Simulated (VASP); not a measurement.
# Mn: single point with r2SCAN

Crystal: Mn.

```
Mn
1.0
     0.00000    2.62075    2.62075
     2.62075    0.00000    2.62075
     2.62075    2.62075    0.00000
Mn
2
Cartesian
  0.0000 2.6207 2.6207
  2.6207 2.6207 2.6207
```

This isn't the form of Mn at room conditions, which is a 58-atom cubic cell.

- Program: VASP 6.6.1
- Task: single point
- Functional: r2SCAN
- Potentials or basis: VASP PAW PBE potentials, release 64 (Mn_pv)
- Cutoff: 520 eV
- k mesh: 12 × 12 × 12
- Occupations: fermi-dirac, width 0.05 eV
- Spin: collinear spin, antiferromagnetic start
- Starting moments: [3.708, -3.708] μB
- Dipole correction: no
- Further INCAR settings: ALGO = Normal; EDIFF = 1e-06; NBANDS = 24

The pressure is -2.7 GPa and the band gap on the k mesh is zero (filled and empty bands overlap). The net moment is 0.00 μB per cell and the site moments are Mn +3.96, -3.96 μB. The valence electrons inside the program's atomic spheres are Mn 11.49.

Levels at points of the mesh, in eV from the Fermi level:
Spin up:
| k point | band 10 | band 11 | band 12 | band 13 | band 14 | band 15 | band 16 | band 17 |
| --- | --- | --- | --- | --- | --- | --- | --- | --- |
| (0.00, 0.00, 0.00) | -4.10 | -4.10 | -4.10 | 1.60 | 1.60 | 1.60 | 1.89 | 1.89 |
| (0.50, 0.00, 0.00) | -3.41 | -3.36 | -3.36 | -1.90 | 0.12 | 0.12 | 1.71 | 1.71 |
| (0.50, 0.50, 0.00) | -3.30 | -3.30 | -2.38 | -1.96 | 1.16 | 1.99 | 2.03 | 2.03 |
Spin down:
```tsv
k point	band 10	band 11	band 12	band 13	band 14	band 15	band 16	band 17
(0.00, 0.00, 0.00)	-4.10	-4.10	-4.10	1.60	1.60	1.60	1.89	1.89
(0.50, 0.00, 0.00)	-3.41	-3.36	-3.36	-1.90	0.12	0.12	1.71	1.71
(0.50, 0.50, 0.00)	-3.30	-3.30	-2.38	-1.96	1.16	1.99	2.03	2.03
```

Run time: 7.8 min on 1 thread of Intel(R) Xeon(R) Platinum 8259CL CPU @ 2.50GHz (Skylake/Cascade Lake), on a shared host, peak memory 0.24 GiB.

Caveat: the antiferromagnetic order is the one typed at the start, and another may lie lower; the PAW data sets were made with another functional, which shifts forces and pressure a little.
